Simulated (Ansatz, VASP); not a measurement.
# One calculation of BiTe, two programs

INCAR

```
PREC = Accurate ; ENCUT = 520
EDIFF = 1E-6 ; ISMEAR = 0
SIGMA = 0.1 ; LREAL = F
LASPH = T ; NELM = 60
ALGO = Normal ; ISIF = 2
LWAVE = F ; LCHARG = F
GGA = PE ; NBANDS = 18
```

The input KPOINTS:

```
Automatic mesh
0
Gamma
  14 14 14
```

Contents of POSCAR:

```
BiTe
1.0
    0.0000000000      3.2350000000      3.2350000000
    3.2350000000      0.0000000000      3.2350000000
    3.2350000000      3.2350000000      0.0000000000
Bi Te
1 1
Direct
    0.0000000000      0.0000000000      0.0000000000
    0.5000000000      0.5000000000      0.5000000000
```

Input for Ansatz:

```yaml
crystal:
  lattice:
    - [0.0, 3.235, 3.235]
    - [3.235, 0.0, 3.235]
    - [3.235, 3.235, 0.0]
  atoms:
    - { symbol: Bi, position: [0.0, 0.0, 0.0] }
    - { symbol: Te, position: [0.5, 0.5, 0.5] }
basis:
  ecutwfc: 420
kpoints:
  mp_grid: { grid: [14, 14, 14] }
hamiltonian:
  xc: pbe
scf:
  occupations: { method: gaussian, width: 0.1 }
output:
  forces: true
  stress: true
  eigenvalues: true
```

Alike in both runs: task single point; functional PBE; k mesh 14 × 14 × 14; occupations gaussian, width 0.1 eV; no spin polarisation.

```csv
,VASP,Ansatz
version,VASP 6.6.1,Ansatz 0.2.0
potentials or method,"VASP PAW PBE potentials, release 64 (Bi_d, Te), cutoff 520 eV","scalar-relativistic, plane waves, PAW"
valence electrons in the cell,21,31
```

Ansatz gave:

| Quantity | Value |
| --- | --- |
| gap on the k mesh at the Fermi level (eV) | none |
| pressure (GPa) | 0.8 |

**Question.** What did VASP give for the same quantities?

**Answer.** gap on the k mesh at the Fermi level (eV): none; pressure (GPa): 0.7.

A gap of «none» marks a metal or a gap that the smearing closes. VASP's potentials hold 21 valence electrons a cell and Ansatz's 31, so a difference there can come from the potentials and not from the codes.

Neither program's run includes spin-orbit coupling.
